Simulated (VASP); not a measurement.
Set up this calculation in VASP 6.6.1, as the native input.

```
Task                   : electric field gradients
Functional             : PBE
Potentials or basis    : VASP PAW PBE potentials, release 64 (Mg)
Cutoff                 : 520 eV
k mesh                 : 16 × 16 × 16
Occupations            : fermi-dirac, width 0.05 eV
Spin                   : no spin polarisation
Dipole correction      : no
Further INCAR settings : ALGO = Normal; EDIFF = 1e-08; NBANDS = 7
```

The structure of Mg lies in POSCAR:

```
Mg
1.0
   -1.4765000000      1.4765000000      1.4469700000
    1.4765000000     -1.4765000000      1.4469700000
    1.4765000000      1.4765000000     -1.4469700000
Mg
1
Direct
    0.0000000000      0.0000000000      0.0000000000
```

This cell differs from its parent crystal: zz strain of -2 %.

These files were run (other wordings do the same):

INCAR

```
PREC = Accurate
ENCUT = 520
EDIFF = 1E-8
ISMEAR = -1
SIGMA = 0.05
LREAL = False
LASPH = True
NELM = 100
ALGO = Normal
ISIF = 2
LWAVE = False
LCHARG = False
GGA = PE
LEFG = True
NBANDS = 7
```

KPOINTS

```
Automatic mesh
0
Gamma
  16 16 16
```

Potentials or basis: VASP PAW PBE potentials, release 64 (Mg).

Run with:

```console
$ cat potpaw_PBE.64/Mg/POTCAR > POTCAR
$ mpirun -np 1 vasp_std > vasp.out
```

It gave:

- Pressure: 68.3 GPa
- Band gap on the k mesh: zero (bands 1 and 2 overlap by 4.76 eV)
- Largest electric field gradient by atom: Mg -1.2 V/Å²

Caveat: the cell differs from its parent crystal (zz strain of -2 %); the cell stands under pressure; without QUAD_EFG the Cq values of the log hold for a quadrupole moment of 1 mb, not for the nuclei.

Run time: 22 s on 1 thread of Intel(R) Xeon(R) Platinum 8375C CPU @ 2.90GHz (Ice Lake) (shared host), peak memory 0.14 GiB.
